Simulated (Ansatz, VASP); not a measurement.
# One calculation of Ag3Sb2, two programs

```
CELL_PARAMETERS angstrom
4.52042 0.00000 0.00000
0.00000 4.52042 0.00000
0.00000 0.00000 6.12551
ATOMIC_POSITIONS crystal
Ag 0.50000 0.00000 0.97612
Ag 0.00000 0.50000 0.97612
Ag 0.00000 0.00000 0.23869
Sb 0.50000 0.00000 0.52355
Sb 0.00000 0.50000 0.52355
```

Alike in both runs: functional PBE; k mesh 4 × 4 × 2; occupations gaussian, width 0.2 eV; no spin polarisation.

Ansatz relaxed the structure, and its values are those at the end. VASP's run is a single point on that final structure, the one shown.

|  | VASP | Ansatz |
| --- | --- | --- |
| version | VASP 6.6.1 | Ansatz 0.2.0 |
| potentials or method | VASP PAW PBE potentials, release 64 (Ag, Sb), cutoff 500 eV | scalar-relativistic, plane waves, PAW |
| valence electrons in the cell | 43 | 87 |

|  | VASP | Ansatz | Ansatz less VASP |
| --- | --- | --- | --- |
| gap on the k mesh at the Fermi level (eV) | none | none | - |
| pressure (GPa) | 0.2 | 0.2 | +0.08 |
| rms of the force components (eV/Å) | 0.005 | 0.003 | -0.0023 |

A gap of «none» marks a metal or a gap that the smearing closes. VASP's potentials hold 43 valence electrons a cell and Ansatz's 87, so a difference there can come from the potentials and not from the codes.

The k mesh is coarse, so the values compare programs but aren't converged. Neither program's run includes spin-orbit coupling.
